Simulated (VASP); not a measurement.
A run of VASP 6.6.1 is set up as follows.

INCAR

```
PREC     = Accurate       # precision mode
ENCUT    = 520            # plane-wave cutoff, eV
EDIFF    = 1E-6           # SCF threshold, eV
ISMEAR   = -1             # smearing method
SIGMA    = 0.1            # smearing width, eV
LREAL    = F              # projectors in reciprocal space
LASPH    = T              # aspherical terms in the spheres
NELM     = 150            # most SCF steps
ALGO     = Normal         # electronic algorithm
ISIF     = 2              # what is computed and relaxed
LWAVE    = F              # write WAVECAR
LCHARG   = F              # write CHGCAR
MAGMOM   = 0 0 0          # initial moments
LORBIT   = 11             # projections on sites
LSORBIT  = T              # spin-orbit coupling
GGA_COMPAT= F            
LORBMOM  = T            
GGA      = CA             # functional
NBANDS   = 23             # bands
```

KPOINTS

```
regular mesh
0
Gamma
  11 11 11
```

Contents of POSCAR:

```
Hg
1.0
    2.8943239521      0.0000000000      0.0000000000
    0.0000000000      2.8943239521      0.0000000000
    0.0000000000      0.0000000000      2.8943239521
Hg
1
Direct
    0.0000000000      0.0000000000      0.0000000000
```

Potentials or basis: VASP PAW LDA potentials, release 64 (Hg).

The run is started by

```bash
$ cat potpaw_LDA.64/Hg/POTCAR > POTCAR
$ mpirun -np 1 vasp_ncl > vasp.out
```

Predict the net moment.

0.00 μB per cell.

Predict the pressure.

-0.3 GPa.

Moments on the atoms (μB; x, y, z):
```
Hg  0.00 0.00 0.00
```
